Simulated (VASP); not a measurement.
# ZrNbSe3 (Pm-3m) in VASP: a series of runs

The runs below take ZrNbSe3 through single point, with PBE.

Program: VASP 6.6.1. These are calculated values, not measurements. Logs are shortened: lines on timing, memory, paths and dates and some standing lists are left out, and cuts for length are marked.

## Step 1: The cell of the first run

The structure is cubic, space group Pm-3m (No. 221). The conventional cell has a = 5.138 Å, b = 5.138 Å, c = 5.138 Å, α = 90.00°, β = 90.00°, γ = 90.00°. Within 3.4 Å of Zr (site symmetry m-3m) lie 6 Se at 2.57 Å. Nb (site symmetry m-3m) has 12 Se at 3.63 Å and 8 Zr at 4.45 Å within 4.8 Å. Within 3.4 Å of Se (site symmetry 4/mmm) lie 2 Zr at 2.57 Å.

The cell was generated, and may not be a known phase.

## Step 2: Single point, PBE, collinear spin

Contents of INCAR:

```
SYSTEM = ZrNbSe3
PREC = Accurate
ENCUT = 520
EDIFF = 1E-7
ISMEAR = 0
SIGMA = 0.1
LREAL = .False.
LASPH = .True.
NELM = 150
ALGO = Normal
ISIF = 2
LWAVE = .False.
LCHARG = .False.
ISPIN = 2
MAGMOM = -0.01 3.14 -0.13 -0.13 -0.13
LORBIT = 11
LMAXMIX = 4
GGA = PE
NBANDS = 34
```

Contents of KPOINTS:

```
regular mesh
0
Gamma
  4 4 4
  0 0 0
```

Contents of POSCAR:

```
ZrNbSe3
1.0
    5.1376478698      0.0000000000      0.0000000000
    0.0000000000      5.1376478698      0.0000000000
    0.0000000000      0.0000000000      5.1376478698
Zr Nb Se
1 1 3
Direct
    0.5000000000      0.5000000000      0.5000000000
    0.0000000000      0.0000000000      0.0000000000
    0.5000000000      0.5000000000      0.0000000000
    0.0000000000      0.5000000000      0.5000000000
    0.5000000000      0.0000000000      0.5000000000
```

Potentials or basis: VASP PAW PBE potentials, release 64 (Zr_sv, Nb_sv, Se).

The run is started by

```bash
cat potpaw_PBE.64/Zr_sv/POTCAR potpaw_PBE.64/Nb_sv/POTCAR potpaw_PBE.64/Se/POTCAR > POTCAR
mpirun -np 1 vasp_std > vasp.out
```

OUTCAR:

```text
SYSTEM = ZrNbSe3
   PREC = Accurate
   ENCUT = 520
   EDIFF = 1E-7
   ISMEAR = 0
   LREAL = .False.
   LASPH = .True.
   NELM = 150
   ISIF = 2
   ISPIN = 2
   LORBIT = 11
   GGA = PE

 ion  position               nearest neighbor table
   1  0.500  0.500  0.500-   3 2.57   4 2.57   5 2.57   3 2.57   5 2.57   4 2.57
   2  0.000  0.000  0.000-
   3  0.500  0.500  0.000-   1 2.57   1 2.57
   4  0.000  0.500  0.500-   1 2.57   1 2.57
   5  0.500  0.000  0.500-   1 2.57   1 2.57

  LATTYP: Found a simple cubic cell.
 ALAT       =     5.1376478698

  Lattice vectors:

 A1 = (   5.1376478698,   0.0000000000,   0.0000000000)
 A2 = (   0.0000000000,   5.1376478698,   0.0000000000)
 A3 = (   0.0000000000,   0.0000000000,   5.1376478698)

Analysis of symmetry for initial positions (statically):
=====================================================================
 Subroutine PRICEL returns:
 Original cell was already a primitive cell.

 Routine SETGRP: Setting up the symmetry group for a
 simple cubic supercell.

 Subroutine GETGRP returns: Found 48 space group operations
 (whereof 48 operations were pure point group operations)
 out of a pool of 48 trial point group operations.

The static configuration has the point symmetry O_h .

Analysis of symmetry for dynamics (positions and initial velocities):
=====================================================================
 Subroutine PRICEL returns:
 Original cell was already a primitive cell.

 Routine SETGRP: Setting up the symmetry group for a
 simple cubic supercell.

 Subroutine GETGRP returns: Found 48 space group operations
 (whereof 48 operations were pure point group operations)
 out of a pool of 48 trial point group operations.

The dynamic configuration has the point symmetry O_h .

Analysis of structural, dynamic, and magnetic symmetry:
=====================================================================
 Subroutine PRICEL returns:
 Original cell was already a primitive cell.

 Routine SETGRP: Setting up the symmetry group for a
 simple cubic supercell.

 Subroutine GETGRP returns: Found 48 space group operations
 (whereof 48 operations were pure point group operations)
 out of a pool of 48 trial point group operations.

The overall configuration has the point symmetry O_h .

 Subroutine INISYM returns: Found 48 space group operations
 (whereof 48 operations are pure point group operations),
 and found     1 'primitive' translations

----------------------------------------------------------------------------------------

                                     Primitive cell

  volume of cell :     135.6104

  direct lattice vectors                    reciprocal lattice vectors
     5.137647870  0.000000000  0.000000000     0.194641600  0.000000000  0.000000000
     0.000000000  5.137647870  0.000000000     0.000000000  0.194641600  0.000000000
     0.000000000  0.000000000  5.137647870     0.000000000  0.000000000  0.194641600

  length of vectors
     5.137647870  5.137647870  5.137647870     0.194641600  0.194641600  0.194641600

  position of ions in fractional coordinates (direct lattice)
     0.500000000  0.500000000  0.500000000
     0.000000000  0.000000000  0.000000000
     0.500000000  0.500000000  0.000000000
     0.000000000  0.500000000  0.500000000
     0.500000000  0.000000000  0.500000000

  ion indices of the primitive-cell ions
   primitive index   ion index
                 1           1
                 2           2
                 3           3
                 4           4
                 5           5

----------------------------------------------------------------------------------------

 KPOINTS: regular mesh

Automatic generation of k-mesh.
 Grid dimensions read from file:
 generate k-points for:    4    4    4

 Generating k-lattice:

  Cartesian coordinates                     Fractional coordinates (reciprocal lattice)
     0.048660400  0.000000000  0.000000000     0.250000000  0.000000000  0.000000000
     0.000000000  0.048660400  0.000000000     0.000000000  0.250000000  0.000000000
     0.000000000  0.000000000  0.048660400     0.000000000  0.000000000  0.250000000

  Length of vectors
     0.048660400  0.048660400  0.048660400

  Shift w.r.t. Gamma in fractional coordinates (k-lattice)
     0.000000000  0.000000000  0.000000000

 Subroutine IBZKPT returns following result:
 ===========================================

 Found     10 irreducible k-points:

 Following reciprocal coordinates:
            Coordinates               Weight
  0.000000  0.000000  0.000000      1.000000
  0.250000  0.000000  0.000000      6.000000
  0.500000  0.000000  0.000000      3.000000
  0.250000  0.250000  0.000000     12.000000
  0.500000  0.250000  0.000000     12.000000
  0.500000  0.500000  0.000000      3.000000
  0.250000  0.250000  0.250000      8.000000
  0.500000  0.250000  0.250000     12.000000
  0.500000  0.500000  0.250000      6.000000
  0.500000  0.500000  0.500000      1.000000
   k-points           NKPTS =     10   k-points in BZ     NKDIM =     10   number of bands    NBANDS=     34
   number of dos      NEDOS =    301   number of ions     NIONS =      5
   total plane-waves  NPLWV =  64000
   dimension x,y,z NGX =    40 NGY =   40 NGZ =   40
   dimension x,y,z NGXF=    80 NGYF=   80 NGZF=   80
   ions per type =               1   1   3
   NGX,Y,Z   is equivalent  to a cutoff of  12.94, 12.94, 12.94 a.u.
   NGXF,Y,Z  is equivalent  to a cutoff of  25.89, 25.89, 25.89 a.u.
 SYSTEM =  ZrNbSe3
   PREC   = accura    normal or accurate (medium, high low for compatibility)
   ISTART =      0    job   : 0-new  1-cont  2-samecut
   ICHARG =      2    charge: 1-file 2-atom 10-const
   ISPIN  =      2    spin polarized calculation?
   LNONCOLLINEAR =      F non collinear calculations
   LSORBIT =      F    spin-orbit coupling
   LASPH  =      T    aspherical Exc in radial PAW
   ENCUT  =  520.0 eV  38.22 Ry    6.18 a.u.   9.55  9.55  9.55*2*pi/ulx,y,z
   NELM   =    150;   NELMIN=  2; NELMDL= -5     # of ELM steps
   EDIFF  = 0.1E-06   stopping-criterion for ELM
   LREAL  =      F    real-space projection
   EDIFFG = 0.1E-05   stopping-criterion for IOM
   NSW    =      0    number of steps for IOM
   IBRION =     -1    ionic relax: 0-MD 1-quasi-New 2-CG
   NFREE  =      0    steps in history (QN), initial steepest desc. (CG)
   ISIF   =      2    stress and relaxation
   ISYM   =      2    0-nonsym 1-usesym 2-fastsym
   POTIM  = 0.5000    time-step for ionic-motion
   TEBEG  =    0.0;   TEEND  =   0.0 temperature during run
   PSTRESS=    0.0 pullay stress
   NELECT =      43.0000    total number of electrons
   NUPDOWN=      -1.0000    fix difference up-down
   EMIN   =  10.00;   EMAX   =-10.00  energy-range for DOS
   EFERMI =   0.00;   METHOD = LEGACY
   ISMEAR =     0;   SIGMA  =   0.10  broadening in eV -4-tet -1-fermi 0-gaus
   EFERMI_NEDOS =   21; number of points for ismear=-14 and -15
   IALGO  =     38    algorithm
   IMIX   =      4    mixing-type and parameters
     AMIX     =   0.40;   BMIX     =  1.00
     AMIX_MAG =   1.60;   BMIX_MAG =  1.00
  volume/ion in A,a.u.               =      27.12       183.03
  Fermi-wavevector in a.u.,A,eV,Ry     =   1.116349  2.109594 16.956057  1.246235
  Thomas-Fermi vector in A             =   2.252962
   LORBIT       =     11    0 simple, 1 ext, 2 COOP (PROOUT), +10 PAW based schemes
   GGA     = PE    functional components
   LHFCALC =     F    Hartree Fock is set to
   AEXX    =    0.0000 exact exchange contribution
   IVDW    =     0    specifies the selected vdW correction
   LEPSILON=     F    determine dielectric tensor
   LRPA    =     F    only Hartree local field effects (RPA)
 spin polarized calculation
 Gauss-broadening in eV      SIGMA  =   0.10
  energy-cutoff  :      520.00
  volume of cell :      135.61
 maximum number of plane-waves:      3743
 NGX is ok and might be reduce to    40
   NGX = 19   NGY = 19   NGZ = 19

 number of electron      43.0000003 magnetization       2.7375742

 Free energy of the ion-electron system (eV)
  ---------------------------------------------------
  ext. energy  EPLUGINS =         0.00000000
  ---------------------------------------------------
  free energy    TOTEN  =       -28.82653270 eV

  energy without entropy =      -28.79599275  energy(sigma->0) =      -28.81126273

 E-fermi :   4.7163     XC(G=0):  -9.4288

 val. band max:        4.6826709480   @ k =   0.5000   0.2500   0.0000
 cond. band min:       4.7245306739   @ k =   0.2500   0.2500   0.0000
 fundamental gap:      0.0418597259
 Fermi energy:         4.7163423554

 spin component 1

 k-point     1 :       0.0000    0.0000    0.0000
  band No.  band energies     occupation
      1     -51.4999      1.00000
      2     -44.8335      1.00000
      3     -27.6596      1.00000
      4     -27.6596      1.00000
      5     -27.6596      1.00000
      6     -22.9429      1.00000
[... 349 lines left out ...]
     32      10.9710      0.00000
     33      12.0542      0.00000
 Fermi energy:         4.7163423554

 spin component 2

 k-point     1 :       0.0000    0.0000    0.0000
  band No.  band energies     occupation
      1     -49.8614      1.00000
      2     -44.8443      1.00000
      3     -25.7830      1.00000
      4     -25.7830      1.00000
      5     -25.7830      1.00000
      6     -22.9567      1.00000
[... 349 lines left out ...]
     32      11.0916      0.00000
     33      12.7298      0.00000
 [bands above 33 left out]

------------------------ aborting loop because EDIFF is reached ----------------------------------------

  FORCE on cell =-STRESS in cart. coord.  units (eV):
  Direction    XX          YY          ZZ          XY          YZ          ZX
  --------------------------------------------------------------------------------------
  -------------------------------------------------------------------------------------
  Total        0.1619481      0.1619481      0.1619481     -0.0000000      0.0000000      0.0000000
  in kB        1.9133458      1.9133458      1.9133458     -0.0000000      0.0000000      0.0000000
  external PRESSURE =       1.9133458 kB  Pullay stress =       0.0000000 kB

 VOLUME and BASIS-vectors are now :
 -----------------------------------------------------------------------------
  energy-cutoff  :      520.00
  volume of cell :      135.61
      direct lattice vectors                 reciprocal lattice vectors
     5.137647870  0.000000000  0.000000000     0.194641600  0.000000000  0.000000000
     0.000000000  5.137647870  0.000000000     0.000000000  0.194641600  0.000000000
     0.000000000  0.000000000  5.137647870     0.000000000  0.000000000  0.194641600

 POSITION                                       TOTAL-FORCE (eV/Angst)
 -----------------------------------------------------------------------------------
      2.56882      2.56882      2.56882         0.000000      0.000000      0.000000
      0.00000      0.00000      0.00000         0.000000      0.000000      0.000000
      2.56882      2.56882      0.00000         0.000000      0.000000      0.000000
      0.00000      2.56882      2.56882         0.000000      0.000000      0.000000
      2.56882      0.00000      2.56882         0.000000      0.000000      0.000000
 -----------------------------------------------------------------------------------
    total drift:                                0.000000      0.000000     -0.000000

  FREE ENERGIE OF THE ION-ELECTRON SYSTEM (eV)
  ---------------------------------------------------
  free  energy   TOTEN  =       -28.8265327031 eV

  energy  without entropy=      -28.7959927504  energy(sigma->0) =      -28.81126273

 total charge

# of ion       s       p       d       tot
------------------------------------------
    1        2.180   6.024   1.585   9.790
    2        2.053   5.884   2.560  10.496
    3        1.465   2.390   0.024   3.879
    4        1.465   2.390   0.024   3.879
    5        1.465   2.390   0.024   3.879
--------------------------------------------------
tot          8.627  19.078   4.218  31.923

 magnetization (x)

# of ion       s       p       d       tot
------------------------------------------
    1        0.002   0.000  -0.019  -0.017
    2        0.033   0.014   2.333   2.380
    3        0.002  -0.126   0.002  -0.122
    4        0.002  -0.126   0.002  -0.122
    5        0.002  -0.126   0.002  -0.122
--------------------------------------------------
tot          0.041  -0.365   2.320   1.996
```

Run time: 58 s. Hardware: 1 thread of Intel Xeon 6975P-C (Granite Rapids), shared host; peak memory 0.31 GiB.

Results:

* Free energy: -28.8265 eV
* Pressure: 0.2 GPa
* Net moment: 2.74 μB per cell
* Site moments: Zr -0.02; Nb +2.38; Se -0.12 μB
* Valence electrons inside the program's atomic spheres: Zr 9.79; Nb 10.50; Se 3.88

## Step 3: Single point, PBE, collinear spin

This run uses another cell than the first one, of 27.21 Å³/atom.

Contents of INCAR:

```
  ALGO = Normal
  EDIFF = 1E-6
  ENCUT = 520
  GGA = PE
  ISIF = 2
  ISMEAR = 0
  ISPIN = 2
  LASPH = True
  LCHARG = True
  LELF = True
  LMAXMIX = 4
  LORBIT = 11
  LREAL = False
  LVHAR = True
  LWAVE = False
  MAGMOM = 0 3.14 0 0 0
  NBANDS = 34
  NELM = 150
  PREC = Accurate
  SIGMA = 0.1
```

Contents of KPOINTS:

```
k-points
0
Gamma
  8 8 8
```

Edit POSCAR of step 2 so:

```diff
@@ -2,5 +2,5 @@
 1.0
-    5.1376478698      0.0000000000      0.0000000000
-    0.0000000000      5.1376478698      0.0000000000
-    0.0000000000      0.0000000000      5.1376478698
+    5.1434740139      0.0000000000      0.0000000000
+    0.0000000000      5.1434740139      0.0000000000
+    0.0000000000      0.0000000000      5.1434740139
 Zr Nb Se
```

Potentials or basis: VASP PAW PBE potentials, release 64 (Zr_sv, Nb_sv, Se).

The run is started by

```bash
cat potpaw_PBE.64/Zr_sv/POTCAR potpaw_PBE.64/Nb_sv/POTCAR potpaw_PBE.64/Se/POTCAR > POTCAR
mpirun -np 1 vasp_std > vasp.out
```

It took 2.6 min on 1 thread of Intel Xeon 6975P-C (Granite Rapids), shared host; peak memory 0.45 GiB.

It converged, with:

* Free energy: -28.8564 eV
* Pressure: 0.1 GPa
* Net moment: 2.93 μB per cell
* Site moments: Zr +0.05; Nb +2.41; Se -0.12 μB
* Valence electrons inside the program's atomic spheres: Zr 9.78; Nb 10.50; Se 3.88

Levels at points of the mesh, in eV from the Fermi level:
Spin up:
```tsv
k point	band 21	band 22	band 23	band 24	band 25	band 26
(0.00, 0.00, 0.00)	-0.90	-0.90	-0.78	-0.78	-0.78	-0.46
(0.50, 0.00, 0.00)	-0.59	-0.52	-0.01	0.39	0.54	0.54
(0.50, 0.50, 0.00)	-0.56	-0.39	0.15	0.15	0.53	1.27
(0.50, 0.50, 0.50)	-0.43	-0.43	-0.38	-0.11	-0.11	-0.11
```
Spin down:
```tsv
k point	band 16	band 17	band 18	band 19	band 20	band 21	band 22	band 23	band 24	band 25
(0.00, 0.00, 0.00)	-1.64	-1.64	-0.85	-0.85	-0.85	-0.19	-0.19	-0.19	0.82	1.07
(0.50, 0.00, 0.00)	-3.12	-3.12	-2.34	-1.18	-1.18	0.03	1.38	1.72	2.15	2.21
(0.50, 0.50, 0.00)	-3.20	-2.55	-2.55	-2.51	-0.46	1.53	1.60	1.80	1.80	2.23
(0.50, 0.50, 0.50)	-4.25	-4.25	-0.30	-0.30	-0.30	0.97	1.43	1.43	1.43	1.89
```
